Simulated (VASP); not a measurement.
Here is a VASP 6.6.1 calculation.

File INCAR:

```
SYSTEM = C
PREC = Accurate ; ENCUT = 520
EDIFF = 1E-6 ; ISMEAR = 0
SIGMA = 0.02 ; LREAL = .FALSE.
LASPH = .TRUE. ; NELM = 100
ALGO = Normal ; ISIF = 2
LWAVE = .FALSE. ; LCHARG = .FALSE.
GGA = PS ; IBRION = 2
NSW = 60 ; EDIFFG = -0.002
```

File KPOINTS:

```
Automatic mesh
0
G
  9 9 6
  0 0 0
```

File POSCAR:

```
C
1.0
    2.4993962492      0.0000000000      0.0000000000
   -1.2496981246      2.1645406459      0.0000000000
    0.0000000000      0.0000000000      4.2229976408
C
4
Direct
    0.3333333333      0.6666666667     -0.0004162315
    0.6666666667      0.3333333333      0.4995837685
    0.3333333333      0.6666666667      0.3744162315
    0.6666666667      0.3333333333      0.8744162315
```

Potentials or basis: VASP PAW PBE potentials, release 64 (C).

Run with:

```bash
$ cat potpaw_PBE.64/C/POTCAR > POTCAR
$ mpirun -np 1 vasp_std > vasp.out
```

Task: Estimate the energy gained by relaxing.

Result: 0.0 meV/atom.

Task: Predict the band gap on the k mesh.

Result: 3.08 eV (least direct gap 4.86 eV).

Final structure:
```
CELL_PARAMETERS angstrom
2.49940 0.00000 0.00000
-1.24970 2.16454 0.00000
0.00000 0.00000 4.22300
ATOMIC_POSITIONS crystal
C 0.33333 0.66667 0.99978
C 0.66667 0.33333 0.49978
C 0.33333 0.66667 0.37422
C 0.66667 0.33333 0.87422
```

Caveat: the cell differs from its parent crystal (strained cell); an odd mesh through Γ misses points on the zone boundary, where band edges can lie.
